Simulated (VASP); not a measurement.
**Ga: single point with PBE**

Ga:

```
Ga
1.0
     0.00000    2.13325    2.13325
     2.13325    0.00000    2.13325
     2.13325    2.13325    0.00000
Ga
1
Direct
  0.00000 0.00000 0.00000
```

- Program: VASP 6.6.1
- Task: single point
- Functional: PBE
- Potentials or basis: VASP PAW PBE potentials, release 64 (Ga_d)
- Cutoff: 520 eV
- k mesh: 8 × 8 × 8
- Occupations: gaussian, width 0.05 eV
- Spin: no spin polarisation
- Dipole correction: no
- Further INCAR settings: ALGO = Normal; EDIFF = 1e-07; NBANDS = 12

The pressure is -0.9 GPa.

Levels at points of the mesh, in eV from the Fermi level:
| k point | band 4 | band 5 | band 6 | band 7 | band 8 | band 9 |
| --- | --- | --- | --- | --- | --- | --- |
| (0.00, 0.00, 0.00) | -14.95 | -14.95 | -11.01 | 11.72 | 11.72 | 11.72 |
| (0.50, 0.00, 0.00) | -14.85 | -14.85 | -5.12 | -4.01 | 9.43 | 9.43 |
| (0.50, 0.50, 0.00) | -14.83 | -14.83 | -2.63 | -2.58 | 4.66 | 4.66 |

Wall time 3 s on 1 thread of Intel(R) Xeon(R) 6975P-C (Granite Rapids), on a shared host, peak memory 0.13 GiB.
